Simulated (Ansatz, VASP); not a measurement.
# Ga3Se: VASP beside Ansatz

```xyz
4
Lattice="4.4325 0.0000 0.0000 0.0000 4.4325 0.0000 0.0000 0.0000 4.4325" Properties=species:S:1:pos:R:3 pbc="T T T"
Ga    0.0000    2.2162    2.2162
Ga    2.2162    0.0000    2.2162
Ga    2.2162    2.2162    0.0000
Se    0.0000    0.0000    0.0000
```

Alike in both runs: task single point; functional PBEsol; k mesh 10 × 10 × 10; no spin polarisation.

```csv
,VASP,Ansatz
version,VASP 6.6.1,Ansatz 0.2.0
potentials or method,"VASP PAW PBE potentials, release 64 (Ga_d, Se), cutoff 500 eV","scalar-relativistic, plane waves, PAW"
occupations,"methfessel-paxton of order 1, width 0.5 eV","cold, width 0.5 eV"
valence electrons in the cell,45,55
```

VASP gave:

| Item | Value |
| --- | --- |
| gap on the k mesh at the Fermi level (eV) | none |
| pressure (GPa) | -3.7 |

Task: Estimate Ansatz's values.

Result: gap on the k mesh at the Fermi level (eV): none; pressure (GPa): -3.6.

VASP's potentials were made for PBE, not for PBEsol. A gap of «none» marks a metal or a gap that the smearing closes. VASP's potentials hold 45 valence electrons a cell and Ansatz's 55, so a difference there can come from the potentials and not from the codes.
